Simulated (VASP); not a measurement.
Wanted: the native input for a VASP 6.6.1 run.

```yaml
Task: single point
Functional: PBEsol
Potentials_or_basis: VASP PAW PBE potentials, release 64 (Al, Fe)
Cutoff: 520 eV
k_mesh: 14 × 14 × 14
Occupations: gaussian, width 0.1 eV
Spin: collinear spin, ferromagnetic start
Starting_moments: "[0.0, 0.81] μB"
Dipole_correction: no
Further_INCAR_settings: ALGO = Normal; EDIFF = 1e-06; NBANDS = 16
```

The structure of AlFe lies in POSCAR:

```
AlFe
1.0
    2.8446876452      0.0000000000      0.0000000000
    0.0000000000      2.8446876452      0.0000000000
    0.0000000000      0.0000000000      2.8446876452
Al Fe
1 1
Direct
    0.0000000000      0.0000000000      0.0000000000
    0.5000000000      0.5000000000      0.5000000000
```

The input as run:

INCAR

```
PREC     = Accurate       # precision mode
ENCUT    = 520            # plane-wave cutoff, eV
EDIFF    = 1E-6           # SCF threshold, eV
ISMEAR   = 0              # smearing method
SIGMA    = 0.1            # smearing width, eV
LREAL    = F              # projectors in reciprocal space
LASPH    = T              # aspherical terms in the spheres
NELM     = 150            # most SCF steps
ALGO     = Normal         # electronic algorithm
ISIF     = 2              # what is computed and relaxed
LWAVE    = F              # write WAVECAR
LCHARG   = T              # write CHGCAR
ISPIN    = 2              # spin polarisation
MAGMOM   = 0 0.81         # initial moments
LORBIT   = 11             # projections on sites
LMAXMIX  = 4              # l up to which the mixer works
GGA      = PS             # functional
LELF     = T              # ELF
LVHAR    = T            
NBANDS   = 16             # bands
```

KPOINTS

```
regular mesh
0
Gamma
  14 14 14
```

Potentials or basis: VASP PAW PBE potentials, release 64 (Al, Fe).

Launch:

```console
$ cat potpaw_PBE.64/Al/POTCAR potpaw_PBE.64/Fe/POTCAR > POTCAR
$ mpirun -np 1 vasp_std > vasp.out
```

It gave:

```yaml
Pressure: 0.3 GPa
Net_moment: 0.65 μB per cell
Site_moments: Al -0.02; Fe +0.69 μB
Valence_electrons_inside_the_program's_atomic_spheres: Al 0.85; Fe 7.50
```

Caveat: the PAW data sets were made with another functional, which shifts forces and pressure a little.

Wall time 77 s on 1 thread of Intel Xeon 8259CL (shared host), peak memory 0.2 GiB.
